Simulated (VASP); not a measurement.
# CsSnI3 (Pm-3m) in VASP: a series of runs, part 2 of 2

VASP 6.6.1. The steps go on from the part before.

## Step 4: Single point, r2SCAN

Input file POSCAR:

```
CsSnI3
1.0
    6.2414907695      0.0000000000      0.0000000000
    0.0000000000      6.2414907695      0.0000000000
    0.0000000000      0.0000000000      6.2414907695
Cs Sn I
1 1 3
Direct
    0.0000000000      0.0000000000      0.0000000000
    0.5000000000      0.5000000000      0.5000000000
    0.5000000000      0.5000000000      0.0000000000
    0.5000000000      0.0000000000      0.5000000000
    0.0000000000      0.5000000000      0.5000000000
```

Input file INCAR.step1:

```
ALGO = Normal ; EDIFF = 1E-4
ENCUT = 520 ; GGA = PE
ISMEAR = -1 ; LASPH = True
LCHARG = False ; LREAL = False
LWAVE = True ; NBANDS = 30
NELM = 100 ; PREC = Accurate
SIGMA = 0.02
```

Input file INCAR.step2:

```
ALGO = Normal ; EDIFF = 1E-6
ENCUT = 520 ; ISIF = 2
ISMEAR = -1 ; ISTART = 1
LASPH = True ; LCHARG = True
LELF = True ; LMIXTAU = True
LREAL = False ; LVHAR = True
LWAVE = False ; METAGGA = R2SCAN
NBANDS = 30 ; NELM = 100
PREC = Accurate ; SIGMA = 0.02
```

Input file KPOINTS:

```
k-points
0
Gamma
  4 4 4
```

Potentials or basis: VASP PAW PBE potentials, release 64 (Cs_sv, Sn_d, I).

Launch:

```console
$ cat potpaw_PBE.64/Cs_sv/POTCAR potpaw_PBE.64/Sn_d/POTCAR potpaw_PBE.64/I/POTCAR > POTCAR
$ cp INCAR.step1 INCAR
$ mpirun -np 1 vasp_std > vasp.out
$ cp INCAR.step2 INCAR
$ mpirun -np 1 vasp_std > vasp.out
```

OUTCAR:

```text
EDIFF = 1E-6
   ENCUT = 520
   ISIF = 2
   ISMEAR = -1
   ISTART = 1
   LASPH = True
   LREAL = False
   METAGGA = R2SCAN
   NELM = 100
   PREC = Accurate

 ion  position               nearest neighbor table
   1  0.000  0.000  0.000-
   2  0.500  0.500  0.500-   3 3.12   4 3.12   5 3.12   3 3.12   4 3.12   5 3.12
   3  0.500  0.500  0.000-   2 3.12   2 3.12
   4  0.500  0.000  0.500-   2 3.12   2 3.12
   5  0.000  0.500  0.500-   2 3.12   2 3.12

  LATTYP: Found a simple cubic cell.
 ALAT       =     6.2414907695

  Lattice vectors:

 A1 = (   6.2414907695,   0.0000000000,   0.0000000000)
 A2 = (   0.0000000000,   6.2414907695,   0.0000000000)
 A3 = (   0.0000000000,   0.0000000000,   6.2414907695)

Analysis of symmetry for initial positions (statically):
=====================================================================
 Subroutine PRICEL returns:
 Original cell was already a primitive cell.

 Routine SETGRP: Setting up the symmetry group for a
 simple cubic supercell.

 Subroutine GETGRP returns: Found 48 space group operations
 (whereof 48 operations were pure point group operations)
 out of a pool of 48 trial point group operations.

The static configuration has the point symmetry O_h .

Analysis of symmetry for dynamics (positions and initial velocities):
=====================================================================
 Subroutine PRICEL returns:
 Original cell was already a primitive cell.

 Routine SETGRP: Setting up the symmetry group for a
 simple cubic supercell.

 Subroutine GETGRP returns: Found 48 space group operations
 (whereof 48 operations were pure point group operations)
 out of a pool of 48 trial point group operations.

The dynamic configuration has the point symmetry O_h .

 Subroutine INISYM returns: Found 48 space group operations
 (whereof 48 operations are pure point group operations),
[... 104 lines left out ...]
   IALGO  =     38    algorithm
   IMIX   =      4    mixing-type and parameters
     AMIX     =   0.40;   BMIX     =  1.00
     AMIX_MAG =   1.60;   BMIX_MAG =  1.00
  volume/ion in A,a.u.               =      48.63       328.16
  Fermi-wavevector in a.u.,A,eV,Ry     =   0.925985  1.749858 11.666297  0.857449
  Thomas-Fermi vector in A             =   2.051899
   LORBIT       =      0    0 simple, 1 ext, 2 COOP (PROOUT), +10 PAW based schemes
   METAGGA = R2SCAN    functional components
   LHFCALC =     F    Hartree Fock is set to
   AEXX    =    0.0000 exact exchange contribution
   IVDW    =     0    specifies the selected vdW correction
   LEPSILON=     F    determine dielectric tensor
   LRPA    =     F    only Hartree local field effects (RPA)
 non-spin polarized calculation
  energy-cutoff  :      520.00
  volume of cell :      243.14
 maximum number of plane-waves:      6619
 NGX is ok and might be reduce to    48
   NGX = 23   NGY = 23   NGZ = 23

 number of electron      43.9999979 magnetization

 Free energy of the ion-electron system (eV)
  ---------------------------------------------------
  ext. energy  EPLUGINS =         0.00000000
  ---------------------------------------------------
  free energy    TOTEN  =      -128.63167727 eV

  energy without entropy =     -128.63167717  energy(sigma->0) =     -128.63167722

 E-fermi :   2.8624     XC(G=0):  -7.8302

 val. band max:        2.6218173387   @ k =   0.5000   0.5000   0.5000
 cond. band min:       3.1249752123   @ k =   0.5000   0.5000   0.5000
 fundamental gap:      0.5031578736
 Fermi energy:         2.8624056938

 k-point     1 :       0.0000    0.0000    0.0000
  band No.  band energies     occupation
      1     -20.4177      2.00000
      2     -20.2818      2.00000
      3     -20.2818      2.00000
      4     -20.2575      2.00000
      5     -20.2575      2.00000
      6     -20.2575      2.00000
[... 319 lines left out ...]
     29       7.0106      0.00000
     30       8.2219      0.00000

------------------------ aborting loop because EDIFF is reached ----------------------------------------

  FORCE on cell =-STRESS in cart. coord.  units (eV):
  Direction    XX          YY          ZZ          XY          YZ          ZX
  --------------------------------------------------------------------------------------
  -------------------------------------------------------------------------------------
  Total        0.0072950      0.0072950      0.0072950      0.0000000     -0.0000000      0.0000000
  in kB        0.0480695      0.0480695      0.0480695      0.0000000     -0.0000000      0.0000000
  external PRESSURE =       0.0480695 kB  Pullay stress =       0.0000000 kB

 VOLUME and BASIS-vectors are now :
 -----------------------------------------------------------------------------
  energy-cutoff  :      520.00
  volume of cell :      243.14
      direct lattice vectors                 reciprocal lattice vectors
     6.241490770  0.000000000  0.000000000     0.160218133  0.000000000  0.000000000
     0.000000000  6.241490770  0.000000000     0.000000000  0.160218133  0.000000000
     0.000000000  0.000000000  6.241490770     0.000000000  0.000000000  0.160218133

 POSITION                                       TOTAL-FORCE (eV/Angst)
 -----------------------------------------------------------------------------------
      0.00000      0.00000      0.00000         0.000000      0.000000      0.000000
      3.12075      3.12075      3.12075         0.000000      0.000000      0.000000
      3.12075      3.12075      0.00000         0.000000      0.000000      0.000000
      3.12075      0.00000      3.12075         0.000000      0.000000      0.000000
      0.00000      3.12075      3.12075         0.000000      0.000000      0.000000
 -----------------------------------------------------------------------------------
    total drift:                                0.000000     -0.000000     -0.000000

  FREE ENERGIE OF THE ION-ELECTRON SYSTEM (eV)
  ---------------------------------------------------
  free  energy   TOTEN  =      -128.6316772710 eV

  energy  without entropy=     -128.6316771697  energy(sigma->0) =     -128.63167722
```

Run time: 4.6 min. Hardware: 1 thread of AMD EPYC 7R13, shared host; peak memory 0.37 GiB.

What came out:

- Free energy: -128.6317 eV
- Pressure: 0.0 GPa
- Band gap on the k mesh: 0.50 eV

Levels at points of the mesh, in eV from the valence-band top:
```csv
k point,band 19,band 20,band 21,band 22,band 23,band 24,band 25,band 26
"(0.00, 0.00, 0.00)",-2.50,-2.35,-2.35,-2.35,2.60,3.42,3.42,3.81
"(0.50, 0.00, 0.00)",-2.65,-2.47,-2.47,-1.68,1.23,4.12,4.26,4.57
"(0.50, 0.50, 0.00)",-2.80,-2.72,-1.92,-0.83,0.92,0.92,4.21,4.66
"(0.50, 0.50, 0.50)",-1.90,-1.90,-1.90,0.00,0.50,0.50,0.50,3.43
```

Caveat: the PAW data sets were made with another functional, which shifts forces and pressure a little; spin-orbit coupling is left out, which moves the levels of the heavy elements. A k mesh can miss the band edges.

## Step 5: Single point, r2SCAN

POSCAR is that of step 4.

Input file INCAR.step1:

```
SYSTEM = CsSnI3
ALGO = Normal
EDIFF = 1E-4
ENCUT = 520
GGA = PE
ISMEAR = 0
LASPH = .True.
LCHARG = .False.
LREAL = .False.
LWAVE = .True.
NBANDS = 30
NELM = 80
PREC = Accurate
SIGMA = 0.01
```

Input file INCAR.step2:

```
SYSTEM = CsSnI3
ALGO = Normal
EDIFF = 1E-6
ENCUT = 520
ISIF = 2
ISMEAR = 0
ISTART = 1
LASPH = .True.
LCHARG = .False.
LMIXTAU = .True.
LREAL = .False.
LWAVE = .False.
METAGGA = R2SCAN
NBANDS = 30
NELM = 80
PREC = Accurate
SIGMA = 0.01
```

Input file KPOINTS:

```
k-points
0
Gamma
  4 4 4
  0 0 0
```

Potentials or basis: VASP PAW PBE potentials, release 64 (Cs_sv, Sn_d, I).

Launch:

```console
$ cat potpaw_PBE.64/Cs_sv/POTCAR potpaw_PBE.64/Sn_d/POTCAR potpaw_PBE.64/I/POTCAR > POTCAR
$ cp INCAR.step1 INCAR
$ mpirun -np 1 vasp_std > vasp.out
$ cp INCAR.step2 INCAR
$ mpirun -np 1 vasp_std > vasp.out
```

OUTCAR:

```text
SYSTEM = CsSnI3
   EDIFF = 1E-6
   ENCUT = 520
   ISIF = 2
   ISMEAR = 0
   ISTART = 1
   LASPH = .True.
   LREAL = .False.
   METAGGA = R2SCAN
   NELM = 80
   PREC = Accurate

 ion  position               nearest neighbor table
   1  0.000  0.000  0.000-
   2  0.500  0.500  0.500-   3 3.12   4 3.12   5 3.12   3 3.12   4 3.12   5 3.12
   3  0.500  0.500  0.000-   2 3.12   2 3.12
[... 518 lines left out ...]
  Direction    XX          YY          ZZ          XY          YZ          ZX
  --------------------------------------------------------------------------------------
  -------------------------------------------------------------------------------------
  Total        0.0072960      0.0072960      0.0072960      0.0000000      0.0000000     -0.0000000
  in kB        0.0480764      0.0480764      0.0480764      0.0000000      0.0000000     -0.0000000
  external PRESSURE =       0.0480764 kB  Pullay stress =       0.0000000 kB

 VOLUME and BASIS-vectors are now :
 -----------------------------------------------------------------------------
  energy-cutoff  :      520.00
  volume of cell :      243.14
      direct lattice vectors                 reciprocal lattice vectors
     6.241490770  0.000000000  0.000000000     0.160218133  0.000000000  0.000000000
     0.000000000  6.241490770  0.000000000     0.000000000  0.160218133  0.000000000
     0.000000000  0.000000000  6.241490770     0.000000000  0.000000000  0.160218133

 POSITION                                       TOTAL-FORCE (eV/Angst)
 -----------------------------------------------------------------------------------
      0.00000      0.00000      0.00000         0.000000      0.000000      0.000000
      3.12075      3.12075      3.12075         0.000000      0.000000      0.000000
      3.12075      3.12075      0.00000         0.000000      0.000000      0.000000
      3.12075      0.00000      3.12075         0.000000      0.000000      0.000000
      0.00000      3.12075      3.12075         0.000000      0.000000      0.000000
 -----------------------------------------------------------------------------------
    total drift:                                0.000000     -0.000000     -0.000000

  FREE ENERGIE OF THE ION-ELECTRON SYSTEM (eV)
  ---------------------------------------------------
  free  energy   TOTEN  =      -128.6316772631 eV

  energy  without entropy=     -128.6316772631  energy(sigma->0) =     -128.63167726
```

OSZICAR.step1:

```text
N       E                     dE             d eps       ncg     rms          rms(c)
DAV:   1     0.344244919776E+03    0.34424E+03   -0.17979E+04   600   0.132E+03
DAV:   2     0.300142052369E+02   -0.31423E+03   -0.30033E+03   700   0.274E+02
DAV:   3    -0.125553791515E+02   -0.42570E+02   -0.41662E+02   716   0.112E+02
DAV:   4    -0.142050184703E+02   -0.16496E+01   -0.16459E+01   768   0.257E+01
DAV:   5    -0.142567250405E+02   -0.51707E-01   -0.51703E-01   868   0.442E+00    0.408E+00
DAV:   6    -0.139841187236E+02    0.27261E+00   -0.40102E-01   764   0.327E+00    0.266E+00
DAV:   7    -0.139589840796E+02    0.25135E-01   -0.30711E-01   792   0.217E+00    0.106E+00
DAV:   8    -0.139636337021E+02   -0.46496E-02   -0.45185E-02   714   0.138E+00    0.296E-01
DAV:   9    -0.139632733603E+02    0.36034E-03   -0.45822E-03   782   0.502E-01    0.131E-01
DAV:  10    -0.139634969492E+02   -0.22359E-03   -0.76459E-04   678   0.145E-01    0.407E-02
DAV:  11    -0.139635490904E+02   -0.52141E-04   -0.28795E-04   612   0.113E-01
   1 F= -.13963549E+02 E0= -.13963549E+02  d E =-.164517E-55
```

It took 4.9 min on 1 thread of AMD EPYC 7R13, shared host; peak memory 0.37 GiB.

What came out:

- Free energy: -128.6317 eV
- Pressure: 0.0 GPa
- Band gap on the k mesh: 0.50 eV

Caveat: the PAW data sets were made with another functional, which shifts forces and pressure a little; spin-orbit coupling is left out, which moves the levels of the heavy elements.

## Step 6: Relaxation of cell and atoms, PBE

This run uses another cell than the first one, of 35.88 Å³/atom.

Input file INCAR:

```
PREC = Accurate
ENCUT = 600
EDIFF = 1E-6
ISMEAR = -1
SIGMA = 0.02
LREAL = False
LASPH = True
NELM = 100
ALGO = Normal
ISIF = 3
LWAVE = False
LCHARG = False
GGA = PE
IBRION = 2
NSW = 80
EDIFFG = -0.005
```

Input file KPOINTS:

```
Automatic mesh
0
Gamma
  4 4 4
```

POSCAR, as its differences from that of step 5:

```diff
@@ -2,5 +2,5 @@
 1.0
-    6.2414907695      0.0000000000      0.0000000000
-    0.0000000000      6.2414907695      0.0000000000
-    0.0000000000      0.0000000000      6.2414907695
+    5.6399486000      0.0000000000      0.0000000000
+    0.0000000000      5.6399486000      0.0000000000
+    0.0000000000      0.0000000000      5.6399486000
 Cs Sn I
```

Potentials or basis: VASP PAW PBE potentials, release 64 (Cs_sv, Sn_d, I).

Launch:

```console
$ cat potpaw_PBE.64/Cs_sv/POTCAR potpaw_PBE.64/Sn_d/POTCAR potpaw_PBE.64/I/POTCAR > POTCAR
$ mpirun -np 1 vasp_std > vasp.out
```

Run time: 2.7 min. Hardware: 1 thread of AMD EPYC 7R13, shared host; peak memory 0.34 GiB.

Results (log left out):

```yaml
Free_energy: -13.9696 eV
Relaxed_volume: 50.09 Å³/atom
Relaxed_cell: a = 6.303 Å, b = 6.303 Å, c = 6.303 Å, α = 90.00°, β = 90.00°, γ = 90.00°
Space_group_after_relaxing_to_0.1_Å: Pm-3m (No. 221)
Energy_gained_by_relaxing: 354.2 meV/atom
Ionic_steps: 4
Pressure_after_relaxing: 0.0 GPa
Band_gap_on_the_k_mesh: 0.50 eV
```

The path:
| step | energy change (eV) | largest force (eV/Å) | pressure (GPa) | volume (Å³) |
| --- | --- | --- | --- | --- |
| 1 | 0.0000 | 0.0000 | 10.95 | 179.40 |
| 2 | -1.7707 | 0.0000 | -0.02 | 250.92 |
| 3 | -1.7708 | 0.0000 | 0.02 | 250.44 |
| 4 | -1.7708 | 0.0000 | 0.00 | 250.44 |

Final structure:
```
Cs Sn I
1.0
     6.30334    0.00000    0.00000
     0.00000    6.30334    0.00000
     0.00000    0.00000    6.30334
Cs Sn I
1 1 3
Direct
  0.00000 0.00000 0.00000
  0.50000 0.50000 0.50000
  0.50000 0.50000 0.00000
  0.50000 0.00000 0.50000
  0.00000 0.50000 0.50000
```

Levels at points of the mesh, in eV from the valence-band top:
```tsv
k point	band 18	band 19	band 20	band 21	band 22	band 23	band 24	band 25	band 26
(0.00, 0.00, 0.00)	-2.05	-2.05	-1.91	-1.91	-1.91	2.39	3.40	3.40	3.74
(0.50, 0.00, 0.00)	-2.27	-2.19	-2.01	-2.01	-1.42	1.23	3.85	4.11	4.45
(0.50, 0.50, 0.00)	-2.33	-2.33	-2.26	-1.51	-0.70	0.92	0.92	3.98	4.38
(0.50, 0.50, 0.50)	-2.25	-1.50	-1.50	-1.50	0.00	0.50	0.50	0.50	3.23
```

Caveat: the volume moved by over 15 % at a fixed basis, so the end points are rough; spin-orbit coupling is left out, which moves the levels of the heavy elements. A k mesh can miss the band edges.

## Step 7: Relaxation of cell and atoms, PBEsol

This run uses another cell than the first one, of 49.96 Å³/atom.

Input file INCAR:

```
PREC = Accurate ; ENCUT = 600
EDIFF = 1E-6 ; ISMEAR = -1
SIGMA = 0.02 ; LREAL = F
LASPH = T ; NELM = 80
ALGO = Normal ; ISIF = 3
LWAVE = F ; LCHARG = F
GGA = PS ; IBRION = 2
NSW = 80 ; EDIFFG = -0.005
```

KPOINTS is that of step 6.

POSCAR, as its differences from that of step 6:

```diff
@@ -2,5 +2,5 @@
 1.0
-    5.6399486000      0.0000000000      0.0000000000
-    0.0000000000      5.6399486000      0.0000000000
-    0.0000000000      0.0000000000      5.6399486000
+    6.2980859396      0.0000000000      0.0000000000
+    0.0000000000      6.2980859396      0.0000000000
+    0.0000000000      0.0000000000      6.2980859396
 Cs Sn I
```

Launch:

```console
$ cat potpaw_PBE.64/Cs_sv/POTCAR potpaw_PBE.64/Sn_d/POTCAR potpaw_PBE.64/I/POTCAR > POTCAR
$ mpirun -np 1 vasp_std > vasp.out
```

Wall time 2.8 min (1 thread of AMD EPYC 7R13, shared host); peak memory 0.39 GiB.

The run converged. Its results:

- Free energy: -15.0063 eV
- Relaxed volume: 46.73 Å³/atom
- Relaxed cell: a = 6.159 Å, b = 6.159 Å, c = 6.159 Å, α = 90.00°, β = 90.00°, γ = 90.00°
- Space group after relaxing (to 0.1 Å): Pm-3m (No. 221)
- Energy gained by relaxing: 11.1 meV/atom
- Ionic steps: 3
- Pressure after relaxing: 0.0 GPa
- Band gap on the k mesh: 0.15 eV

Step by step:
```tsv
step	energy change (eV)	largest force (eV/Å)	pressure (GPa)	volume (Å³)
1	0.0000	0.0000	-1.05	249.82
2	-0.0510	0.0000	-0.33	238.16
3	-0.0557	0.0000	-0.01	233.66
```

Final structure:
```cif
data_structure
_symmetry_space_group_name_H-M 'P 1'
_symmetry_Int_Tables_number 1
_cell_length_a 6.1593
_cell_length_b 6.1593
_cell_length_c 6.1593
_cell_angle_alpha 90.000
_cell_angle_beta 90.000
_cell_angle_gamma 90.000
_cell_volume 233.66
loop_
_atom_site_label
_atom_site_type_symbol
_atom_site_fract_x
_atom_site_fract_y
_atom_site_fract_z
_atom_site_occupancy
Cs1 Cs 0.00000 0.00000 0.00000 1
Sn1 Sn 0.50000 0.50000 0.50000 1
I1 I 0.50000 0.50000 0.00000 1
I2 I 0.50000 0.00000 0.50000 1
I3 I 0.00000 0.50000 0.50000 1
```

Levels at points of the mesh, in eV from the valence-band top:
```
           k point  band 18  band 19  band 20  band 21  band 22  band 23  band 24  band 25  band 26
(0.00, 0.00, 0.00)    -2.49    -2.49    -2.31    -2.31    -2.31     1.95     2.87     2.87     3.19
(0.50, 0.00, 0.00)    -2.75    -2.67    -2.45    -2.45    -1.65     0.95     3.57     3.69     4.01
(0.50, 0.50, 0.00)    -2.82    -2.82    -2.67    -1.87    -0.82     0.62     0.62     3.91     4.03
(0.50, 0.50, 0.50)    -2.66    -1.85    -1.85    -1.85     0.00     0.15     0.15     0.15     2.76
```

Caveat: the PAW data sets were made with another functional, which shifts forces and pressure a little; spin-orbit coupling is left out, which moves the levels of the heavy elements.

## Step 8: Summary

| task | level | potentials or basis | cell | cutoff (eV) | smearing | gap on the mesh (eV) | pressure (GPa) | relaxed volume (Å³/atom) |
| --- | --- | --- | --- | --- | --- | --- | --- | --- |
| single point | LDA | VASP PAW LDA potentials, release 64 (Cs_sv, Sn_d, I) | a = 6.241 Å, 5 atoms | 520 | gaussian 0.01 eV | 0.33 | -1.5 | - |
| single point | PBE | VASP PAW PBE potentials, release 64 (Cs_sv, Sn_d, I) | a = 6.298 Å, 5 atoms | 520 | fermi-dirac 0.02 eV | 0.49 | 0.0 | - |
| single point | r2SCAN | VASP PAW PBE potentials, release 64 (Cs_sv, Sn_d, I) | a = 6.241 Å, 5 atoms | 520 | fermi-dirac 0.02 eV | 0.50 | 0.0 | - |
| single point | r2SCAN | VASP PAW PBE potentials, release 64 (Cs_sv, Sn_d, I) | a = 6.241 Å, 5 atoms | 520 | gaussian 0.01 eV | 0.50 | 0.0 | - |
| relaxation of cell and atoms | PBE | VASP PAW PBE potentials, release 64 (Cs_sv, Sn_d, I) | relaxed from a = 5.640 Å, 5 atoms | 600 | fermi-dirac 0.02 eV | 0.50 | 0.0 | 50.09 |
| relaxation of cell and atoms | PBEsol | VASP PAW PBE potentials, release 64 (Cs_sv, Sn_d, I) | relaxed from a = 6.298 Å, 5 atoms | 600 | fermi-dirac 0.02 eV | 0.15 | 0.0 | 46.73 |

Alike in all rows: no spin polarisation; k mesh 4 × 4 × 4.

Caveats: spin-orbit coupling is left out, which moves the levels of the heavy elements; the PAW data sets were made with another functional, which shifts forces and pressure a little (at least some runs); the volume moved by over 15 % at a fixed basis, so the end points are rough (at least some runs).

Absolute energies hang on the potentials; compare differences alone.
